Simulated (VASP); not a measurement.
# AlSb2Br2 (P-3m1) in VASP: further runs, part 2 of 2

VASP 6.6.1. The steps go on from the part before.

**3. Relaxation of cell and atoms, PBE**

This run uses another cell than the first one, of 28.96 Å³/atom, 0.780 times its volume.

Input file INCAR:

```
ALGO = Normal ; EDIFF = 1E-6
EDIFFG = -0.04 ; ENCUT = 600
GGA = PE ; IBRION = 2
ISIF = 3 ; ISMEAR = 0
LASPH = True ; LCHARG = False
LREAL = False ; LWAVE = False
NELM = 60 ; NSW = 90
PREC = Accurate ; SIGMA = 0.1
```

Input file KPOINTS:

```
k-points
0
Gamma
  6 6 2
```

Input file POSCAR:

```
AlSb2Br2
1.0
    4.6179550461      0.0000000000      0.0000000000
   -2.3089775231      3.9992663835      0.0000000000
    0.0000000000      0.0000000000      7.8403830126
Al Sb Br
1 2 2
Direct
    0.0000000000      0.0000000000      0.0000000000
    0.3333333333      0.6666666667      0.6200000000
    0.6666666667      0.3333333333      0.3800000000
    0.3333333333      0.6666666667      0.2600000000
    0.6666666667      0.3333333333      0.7400000000
```

Potentials or basis: VASP PAW PBE potentials, release 64 (Al, Sb, Br).

The run is started by

```console
cat potpaw_PBE.64/Al/POTCAR potpaw_PBE.64/Sb/POTCAR potpaw_PBE.64/Br/POTCAR > POTCAR
mpirun -np 1 vasp_std > vasp.out
```

OUTCAR:

```text
EDIFF = 1E-6
   EDIFFG = -0.04
   ENCUT = 600
   GGA = PE
   IBRION = 2
   ISIF = 3
   ISMEAR = 0
   LASPH = True
   LREAL = False
   NELM = 60
   NSW = 90
   PREC = Accurate

 ion  position               nearest neighbor table
   1  0.000  0.000  0.000-
   2  0.333  0.667  0.620-   4 2.82   5 2.83   5 2.83   5 2.83   3 3.26   3 3.26   3 3.26
   3  0.667  0.333  0.380-   5 2.82   4 2.83   4 2.83   4 2.83   2 3.26   2 3.26   2 3.26
   4  0.333  0.667  0.260-   2 2.82   3 2.83   3 2.83   3 2.83
   5  0.667  0.333  0.740-   3 2.82   2 2.83   2 2.83   2 2.83

  LATTYP: Found a hexagonal cell.
 ALAT       =     4.6179550461
 C/A-ratio  =     1.6978041004

  Lattice vectors:

 A1 = (   4.6179550461,   0.0000000000,   0.0000000000)
 A2 = (  -2.3089775231,   3.9992663835,   0.0000000000)
 A3 = (   0.0000000000,   0.0000000000,   7.8403830126)

Analysis of symmetry for initial positions (statically):
=====================================================================
 Subroutine PRICEL returns:
 Original cell was already a primitive cell.

 Routine SETGRP: Setting up the symmetry group for a
 hexagonal supercell.

 Subroutine GETGRP returns: Found 12 space group operations
[... 164 lines left out ...]
------------------------ aborting loop because EDIFF is reached ----------------------------------------

  FORCE on cell =-STRESS in cart. coord.  units (eV):
  Direction    XX          YY          ZZ          XY          YZ          ZX
  --------------------------------------------------------------------------------------
  -------------------------------------------------------------------------------------
  Total        7.0382015      7.0382015     11.6279442     -0.0000000      0.0000000     -0.0000000
  in kB       77.8762384     77.8762384    128.6607883     -0.0000000      0.0000000     -0.0000000
  external PRESSURE =      94.8044217 kB  Pullay stress =       0.0000000 kB
[... 98 lines left out ...]
  FREE ENERGIE OF THE ION-ELECTRON SYSTEM (eV)
  ---------------------------------------------------
  free  energy   TOTEN  =       -13.1806795145 eV

  energy  without entropy=      -13.1583958659  energy(sigma->0) =      -13.16953769

[... ionic steps 4 to 24 ...]

--------------------------------------- Ionic step       25  -------------------------------------------

 number of electron      26.9999986 magnetization

------------------------ aborting loop because EDIFF is reached ----------------------------------------
[... 73 lines left out ...]
--------------------------------------- Ionic step       27  -------------------------------------------

 number of electron      26.9999989 magnetization

 Free energy of the ion-electron system (eV)
  ---------------------------------------------------
  ext. energy  EPLUGINS =         0.00000000
  ---------------------------------------------------
  free energy    TOTEN  =       -16.79375928 eV

  energy without entropy =      -16.77556503  energy(sigma->0) =      -16.78466216

 E-fermi :   3.3634     XC(G=0):  -7.9426

 val. band max:        3.2799981800   @ k =   0.1667   0.0000   0.0000
 cond. band min:       3.4279638743   @ k =   0.3333   0.1667   0.5000
 fundamental gap:      0.1479656944
 Fermi energy:         3.3634196910

 k-point     1 :       0.0000    0.0000    0.0000
  band No.  band energies     occupation
      1     -13.3006      2.00000
      2     -12.7520      2.00000
      3      -8.3928      2.00000
      4      -3.4218      2.00000
      5      -2.9934      2.00000
      6      -0.5001      2.00000
[... 301 lines left out ...]
  FREE ENERGIE OF THE ION-ELECTRON SYSTEM (eV)
  ---------------------------------------------------
  free  energy   TOTEN  =       -16.7937592827 eV

  energy  without entropy=      -16.7755650284  energy(sigma->0) =      -16.78466216

 reached required accuracy - stopping structural energy minimisation
```

Run time: 7.4 min. Hardware: 1 thread of Intel Xeon 6975P-C (Granite Rapids), shared host; peak memory 0.35 GiB.

Results:

| Item | Value |
| --- | --- |
| Free energy | -16.7938 eV |
| Relaxed volume | 34.91 Å³/atom |
| Relaxed cell | a = 4.086 Å, b = 4.086 Å, c = 12.073 Å, α = 90.00°, β = 90.00°, γ = 120.00° |
| Space group after relaxing (to 0.05 Å) | P-3m1 (No. 164) |
| Energy gained by relaxing | 1186.4 meV/atom |
| Ionic steps | 27 |
| Pressure after relaxing | 0.1 GPa |
| Largest force after relaxing | 0.034 eV/Å |

Forces on the atoms (eV/Å):
```
Al   0.000  0.000  0.000
Sb   0.000  0.000 -0.002
Sb   0.000  0.000  0.002
Br   0.000  0.000 -0.034
Br   0.000  0.000  0.034
```

The path:
```
step  energy change (eV)  largest force (eV/Å)  pressure (GPa)  volume (Å³)
   1              0.0000                4.4362            9.48       144.80
   2             -2.2573                2.1828           -1.71       183.66
   3             -2.3189                2.1495           -2.64       191.36
   4             -3.3098                1.9585           -2.73       183.70
   5             -4.8008                1.5362            1.25       160.90
   6             -4.8154                0.7160           -0.07       164.60
   7             -4.8268                1.0159            0.39       163.21
   8             -5.1998                1.1813            0.03       162.47
   9             -5.8469                0.3799            1.66       156.41
  10             -5.7198                1.3112           -2.35       175.75
  11             -5.8787                0.3074            0.13       162.01
  12             -5.8788                0.2789            0.18       161.73
  13             -5.8942                0.1842           -0.10       165.92
  14             -5.8952                0.1959           -0.18       167.11
  15             -5.9037                0.1871            0.25       166.90
  16             -5.9048                0.2766            0.45       166.81
  17             -5.9083                0.2416            0.43       167.26
  18             -5.9167                0.1361            0.38       168.61
  19             -5.9213                0.1166            0.34       171.31
  20             -5.9218                0.0794            0.34       170.66
  21             -5.9242                0.0827            0.16       171.73
  22             -5.9253                0.1780           -0.16       173.56
  23             -5.9270                0.1378           -0.16       174.06
  24             -5.9295                0.0777           -0.17       175.56
  25             -5.9308                0.0560           -0.01       174.90
  26             -5.9311                0.0589            0.12       174.40
  27             -5.9319                0.0339            0.11       174.56
```

Final structure:
```cif
data_structure
_symmetry_space_group_name_H-M 'P 1'
_symmetry_Int_Tables_number 1
_cell_length_a 4.0859
_cell_length_b 4.0859
_cell_length_c 12.0731
_cell_angle_alpha 90.000
_cell_angle_beta 90.000
_cell_angle_gamma 120.000
_cell_volume 174.56
loop_
_atom_site_label
_atom_site_type_symbol
_atom_site_fract_x
_atom_site_fract_y
_atom_site_fract_z
_atom_site_occupancy
Al1 Al 0.00000 0.00000 0.00000 1
Sb1 Sb 0.33333 0.66667 0.56845 1
Sb2 Sb 0.66667 0.33333 0.43155 1
Br1 Br 0.33333 0.66667 0.11994 1
Br2 Br 0.66667 0.33333 0.88006 1
```

Levels at points of the mesh, in eV from the Fermi level:
| k point | band 10 | band 11 | band 12 | band 13 | band 14 | band 15 | band 16 | band 17 |
| --- | --- | --- | --- | --- | --- | --- | --- | --- |
| (0.00, 0.00, 0.00) | -3.47 | -1.46 | -0.34 | -0.34 | -0.25 | 1.19 | 1.48 | 2.43 |
| (0.50, 0.00, 0.00) | -3.73 | -3.29 | -1.94 | -1.92 | -0.44 | 1.25 | 1.73 | 3.14 |
| (0.00, 0.00, 0.50) | -3.61 | -0.86 | -0.81 | -0.34 | -0.34 | 1.34 | 1.41 | 2.43 |
| (0.50, 0.00, 0.50) | -3.69 | -3.34 | -1.95 | -1.94 | -0.39 | 1.22 | 2.04 | 2.42 |

Caveat: the k points lie up to 0.30 Å⁻¹ apart in the final cell; the volume moved by over 15 % at a fixed basis, so the end points are rough; spin-orbit coupling is left out, which moves the levels of the heavy elements; this functional lacks dispersion, which binds the layers, so the pressure and a relaxed spacing across them are unreliable; an odd number of electrons without spin polarisation forces a metal; a magnetic or distorted state may lie lower.

**4. Single point, PBE**

Input file INCAR:

```
PREC     = Accurate       # precision mode
ENCUT    = 500            # plane-wave cutoff, eV
EDIFF    = 1E-6           # SCF threshold, eV
ISMEAR   = 0              # smearing method
SIGMA    = 0.1            # smearing width, eV
LREAL    = F              # projectors in reciprocal space
LASPH    = T              # aspherical terms in the spheres
NELM     = 120            # most SCF steps
ALGO     = Normal         # electronic algorithm
ISIF     = 2              # what is computed and relaxed
LWAVE    = F              # write WAVECAR
LCHARG   = F              # write CHGCAR
GGA      = PE             # functional
NBANDS   = 32             # bands
GGA_COMPAT= F
```

Input file KPOINTS:

```
regular mesh
0
Gamma
  6 6 2
```

Input file POSCAR:

```
AlSb2Br2
1.0
    4.0896911578      0.0000000000      0.0000000000
   -2.0448455789      3.5417764363      0.0000000000
    0.0000000000      0.0000000000     12.8177091632
Al Sb Br
1 2 2
Direct
    0.0000000000      0.0000000000      0.0000000000
    0.3333333333      0.6666666667      0.5641572673
    0.6666666667      0.3333333333      0.4358427327
    0.3333333333      0.6666666667      0.1126154709
    0.6666666667      0.3333333333      0.8873845291
```

Potentials or basis: VASP PAW PBE potentials, release 64 (Al, Sb_d_GW, Br).

The run is started by

```console
cat potpaw_PBE.64/Al/POTCAR potpaw_PBE.64/Sb_d_GW/POTCAR potpaw_PBE.64/Br/POTCAR > POTCAR
mpirun -np 1 vasp_std > vasp.out
```

OUTCAR:

```text
PREC = Accurate
   ENCUT = 500
   EDIFF = 1E-6
   ISMEAR = 0
   LREAL = F
   LASPH = T
   NELM = 120
   ISIF = 2
   GGA = PE

 ion  position               nearest neighbor table
   1  0.000  0.000  0.000-   4 2.77   5 2.77   5 2.77   4 2.77   5 2.77   4 2.77
   2  0.333  0.667  0.564-   3 2.88   3 2.88   3 2.88
   3  0.667  0.333  0.436-   2 2.88   2 2.88   2 2.88
   4  0.333  0.667  0.113-   1 2.77   1 2.77   1 2.77
   5  0.667  0.333  0.887-   1 2.77   1 2.77   1 2.77

  LATTYP: Found a hexagonal cell.
 ALAT       =     4.0896911578
 C/A-ratio  =     3.1341508854

  Lattice vectors:

 A1 = (   4.0896911578,   0.0000000000,   0.0000000000)
 A2 = (  -2.0448455789,   3.5417764363,   0.0000000000)
 A3 = (   0.0000000000,   0.0000000000,  12.8177091632)

Analysis of symmetry for initial positions (statically):
=====================================================================
 Subroutine PRICEL returns:
 Original cell was already a primitive cell.

 Routine SETGRP: Setting up the symmetry group for a
 hexagonal supercell.

 Subroutine GETGRP returns: Found 12 space group operations
 (whereof 12 operations were pure point group operations)
 out of a pool of 24 trial point group operations.

The static configuration has the point symmetry D_3d.

Analysis of symmetry for dynamics (positions and initial velocities):
=====================================================================
 Subroutine PRICEL returns:
 Original cell was already a primitive cell.

 Routine SETGRP: Setting up the symmetry group for a
 hexagonal supercell.
[... 112 lines left out ...]
   NUPDOWN=      -1.0000    fix difference up-down
   EMIN   =  10.00;   EMAX   =-10.00  energy-range for DOS
   EFERMI =   0.00;   METHOD = LEGACY
   ISMEAR =     0;   SIGMA  =   0.10  broadening in eV -4-tet -1-fermi 0-gaus
   EFERMI_NEDOS =   21; number of points for ismear=-14 and -15
   IALGO  =     38    algorithm
   IMIX   =      4    mixing-type and parameters
     AMIX     =   0.40;   BMIX     =  1.00
     AMIX_MAG =   1.60;   BMIX_MAG =  1.00
  volume/ion in A,a.u.               =      37.13       250.58
  Fermi-wavevector in a.u.,A,eV,Ry     =   1.035619  1.957037 14.592345  1.072507
  Thomas-Fermi vector in A             =   2.169971
   LORBIT       =      0    0 simple, 1 ext, 2 COOP (PROOUT), +10 PAW based schemes
   GGA     = PE    functional components
   LHFCALC =     F    Hartree Fock is set to
   AEXX    =    0.0000 exact exchange contribution
   IVDW    =     0    specifies the selected vdW correction
   LEPSILON=     F    determine dielectric tensor
   LRPA    =     F    only Hartree local field effects (RPA)
 non-spin polarized calculation
 Gauss-broadening in eV      SIGMA  =   0.10
  energy-cutoff  :      500.00
  volume of cell :      185.66
 maximum number of plane-waves:      4751
 NGX is ok and might be reduce to    30
   NGX = 15   NGY = 15   NGZ = 47

 number of electron      47.0000001 magnetization

 Free energy of the ion-electron system (eV)
  ---------------------------------------------------
  ext. energy  EPLUGINS =         0.00000000
  ---------------------------------------------------
  free energy    TOTEN  =       -16.85853164 eV

  energy without entropy =      -16.84324657  energy(sigma->0) =      -16.85088911

 E-fermi :   2.2865     XC(G=0):  -7.7345

 val. band max:        2.1576402498   @ k =   0.1667   0.0000   0.0000
 cond. band min:       2.3575177575   @ k =   0.3333   0.1667   0.5000
 fundamental gap:      0.1998775077
 Fermi energy:         2.2864626513

 k-point     1 :       0.0000    0.0000    0.0000
  band No.  band energies     occupation
      1     -26.7033      2.00000
      2     -26.7033      2.00000
      3     -26.6286      2.00000
      4     -26.6286      2.00000
      5     -26.5875      2.00000
      6     -26.5199      2.00000
[... 479 lines left out ...]
     31       7.8493      0.00000
     32       8.0968      0.00000

------------------------ aborting loop because EDIFF is reached ----------------------------------------

  FORCE on cell =-STRESS in cart. coord.  units (eV):
  Direction    XX          YY          ZZ          XY          YZ          ZX
  --------------------------------------------------------------------------------------
  -------------------------------------------------------------------------------------
  Total       -0.0333891     -0.0333891     -0.0120887     -0.0000000      0.0000000      0.0000000
  in kB       -0.2881331     -0.2881331     -0.1043202     -0.0000000      0.0000000      0.0000000
  external PRESSURE =      -0.2268621 kB  Pullay stress =       0.0000000 kB

 VOLUME and BASIS-vectors are now :
 -----------------------------------------------------------------------------
  energy-cutoff  :      500.00
  volume of cell :      185.66
      direct lattice vectors                 reciprocal lattice vectors
     4.089691158  0.000000000  0.000000000     0.244517241  0.141172095  0.000000000
    -2.044845579  3.541776436  0.000000000     0.000000000  0.282344190  0.000000000
     0.000000000  0.000000000 12.817709163     0.000000000  0.000000000  0.078017061

 POSITION                                       TOTAL-FORCE (eV/Angst)
 -----------------------------------------------------------------------------------
      0.00000      0.00000      0.00000        -0.000000      0.000000      0.000000
     -0.00000      2.36118      7.23120         0.000000     -0.000000     -0.012135
      2.04485      1.18059      5.58651        -0.000000      0.000000      0.012135
     -0.00000      2.36118      1.44347        -0.000000     -0.000000     -0.013195
      2.04485      1.18059     11.37424         0.000000      0.000000      0.013195
 -----------------------------------------------------------------------------------
    total drift:                               -0.000000      0.000000     -0.000000

  FREE ENERGIE OF THE ION-ELECTRON SYSTEM (eV)
  ---------------------------------------------------
  free  energy   TOTEN  =       -16.8585316367 eV

  energy  without entropy=      -16.8432465747  energy(sigma->0) =      -16.85088911
```

It took 1.9 min on 1 thread of Intel Xeon Platinum 8375C at 2.90GHz (Ice Lake), shared host; peak memory 0.32 GiB.

What came out:

```
Free energy   : -16.8585 eV
Pressure      : 0.0 GPa
Largest force : 0.013 eV/Å
```

Forces on the atoms (eV/Å):
```
Al   0.000  0.000  0.000
Sb   0.000  0.000 -0.012
Sb   0.000  0.000  0.012
Br   0.000  0.000 -0.013
Br   0.000  0.000  0.013
```

Caveat: spin-orbit coupling is left out, which moves the levels of the heavy elements; this functional lacks dispersion, which binds the layers, so the pressure and a relaxed spacing across them are unreliable; an odd number of electrons without spin polarisation forces a metal; a magnetic or distorted state may lie lower.

**5. Summary**

```tsv
task	potentials or basis	cell	cutoff (eV)	second run	gap on the mesh (eV)	pressure (GPa)	largest force (eV/Å)
single point	VASP PAW PBE potentials, release 64 (Al, Sb, Br)	a = 4.090, b = 4.090, c = 12.818 Å, angles 90.0, 90.0, 120.0°, 5 atoms	520	-	none	0.0	0.08
relaxation of cell and atoms	VASP PAW PBE potentials, release 64 (Al, Sb, Br)	relaxed from a = 4.618, b = 4.618, c = 7.840 Å, angles 90.0, 90.0, 120.0°, 5 atoms	600	-	none	0.1	0.03
single point	VASP PAW PBE potentials, release 64 (Al, Sb_d_GW, Br)	a = 4.090, b = 4.090, c = 12.818 Å, angles 90.0, 90.0, 120.0°, 5 atoms	500	valence_matched	none	0.0	0.01
```

Alike in all rows: level PBE; no spin polarisation; k mesh 6 × 6 × 2; smearing gaussian 0.1 eV.

Caveats: some runs use coarse meshes; spin-orbit coupling is left out, which moves the levels of the heavy elements; this functional lacks dispersion, which binds the layers, so the pressure and a relaxed spacing across them are unreliable; an odd number of electrons without spin polarisation forces a metal; a magnetic or distorted state may lie lower; the volume moved by over 15 % at a fixed basis, so the end points are rough (some runs).

Total energies depend on the potentials used, so only differences within one code and one set of settings carry meaning.
